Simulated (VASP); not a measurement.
MgO, 2 atoms in the cell. Symmetry: Fm-3m, No. 225, cubic system. The conventional cell has a = 4.160 Å, b = 4.160 Å, c = 4.160 Å, α = 90.00°, β = 90.00°, γ = 90.00°. Mg (site symmetry m-3m) has 6 O at 2.08 Å within 2.8 Å. Within 2.8 Å of O (site symmetry m-3m) lie 6 Mg at 2.08 Å. 

- Program: VASP 6.6.1
- Task: single point
- Functional: LDA
- Potentials or basis: VASP PAW LDA potentials, release 64 (Mg, O)
- Cutoff: 520 eV
- k mesh: 10 × 10 × 10
- Occupations: gaussian, width 0.01 eV
- Spin: no spin polarisation
- Dipole correction: no
- Further INCAR settings: ALGO = Normal; EDIFF = 1e-06; NBANDS = 11

Potentials or basis: VASP PAW LDA potentials, release 64 (Mg, O).

Command:

```sh
$ cat potpaw_LDA.64/Mg/POTCAR potpaw_LDA.64/O/POTCAR > POTCAR
$ mpirun -np 1 vasp_std > vasp.out
```

Hardware: 1 thread of Intel(R) Xeon(R) Platinum 8375C CPU @ 2.90GHz (Ice Lake) (shared host).

Q: How long does it take, and how much memory?

A: It took 4.3 s on 1 thread of Intel(R) Xeon(R) Platinum 8375C CPU @ 2.90GHz (Ice Lake), on a shared host, peak memory 0.13 GiB. Counts: scf iterations 11, k points 47.
